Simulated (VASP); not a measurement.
## Ga: relaxation of cell and atoms with PBE

The system is Ga.

```
Ga
1.0
     2.38890    0.00000    0.00000
    -1.19445    2.06885    0.00000
     0.00000    0.00000    3.96396
Ga
2
Cartesian
  0.0000 1.3792 0.9910
  1.1944 0.6896 2.9730
```

```json
{
 "Program": "VASP 6.6.1",
 "Task": "relaxation of cell and atoms",
 "Functional": "PBE",
 "Potentials or basis": "VASP PAW PBE potentials, release 64 (Ga_d)",
 "Cutoff": "600 eV",
 "k mesh": "18 × 18 × 10",
 "Occupations": "fermi-dirac, width 0.1 eV",
 "Spin": "no spin polarisation",
 "Target pressure": "160 GPa",
 "Dipole correction": "no",
 "Further INCAR settings": "ALGO = Normal; EDIFF = 1e-06; IBRION = 2; EDIFFG = -0.005; NSW = 32; ISIF = 3"
}
```

```
Relaxed volume                                         : 9.81 Å³/atom
Relaxed cell                                           : a = 2.390 Å, b = 2.390 Å, c = 3.966 Å, α = 90.00°, β = 90.00°, γ = 120.00°
Space group after relaxing (to 0.05 Å)                 : P6_3/mmc (No. 194)
Energy change on relaxing (the enthalpy is what falls) : -18.6 meV/atom
Ionic steps                                            : 6
Pressure after relaxing                                : 160.0 GPa
Band gap on the k mesh                                 : zero (band 13 reaches 20.79 eV, above the bottom of band 14 at 10.29 eV)
```

Step by step:
| step | energy change (eV) | largest force (eV/Å) | pressure (GPa) | volume (Å³) |
| --- | --- | --- | --- | --- |
| 1 | 0.0000 | 0.0000 | 161.41 | 19.59 |
| 2 | -0.2411 | 0.0000 | 153.60 | 19.84 |
| 3 | -0.0411 | 0.0000 | 159.82 | 19.63 |
| 4 | -0.0365 | 0.0000 | 160.10 | 19.63 |
| 5 | -0.0381 | 0.0000 | 159.87 | 19.63 |
| 6 | -0.0372 | 0.0000 | 160.04 | 19.63 |

Final structure:
```yaml
crystal:
  lattice:
    - [2.39041, 0.00000, 0.00000]
    - [-1.19520, 2.07016, 0.00000]
    - [0.00000, 0.00000, 3.96645]
  atoms:
    - { symbol: Ga, position: [0.33333, 0.66667, 0.25000] }
    - { symbol: Ga, position: [0.66667, 0.33333, 0.75000] }
```

Levels at points of the mesh, in eV from the Fermi level:
```tsv
k point	band 10	band 11	band 12	band 13	band 14	band 15	band 16	band 17
(0.00, 0.00, 0.00)	-15.91	-15.91	-8.67	-5.98	16.57	16.57	17.70	18.74
(0.50, 0.00, 0.00)	-15.77	-8.79	-7.81	0.35	0.74	3.22	3.29	7.24
(0.00, 0.00, 0.50)	-16.08	-15.25	-15.25	5.06	5.06	18.50	18.50	18.77
(0.50, 0.00, 0.50)	-15.79	-7.26	-7.26	-4.06	-4.06	10.25	10.25	11.68
```

It took 110 s on 1 thread of AMD EPYC 9R45 96-Core Processor (Zen 5), on a shared host, peak memory 0.17 GiB.

Caveat: the cell is relaxed towards a set pressure, so the enthalpy falls and the energy may rise.
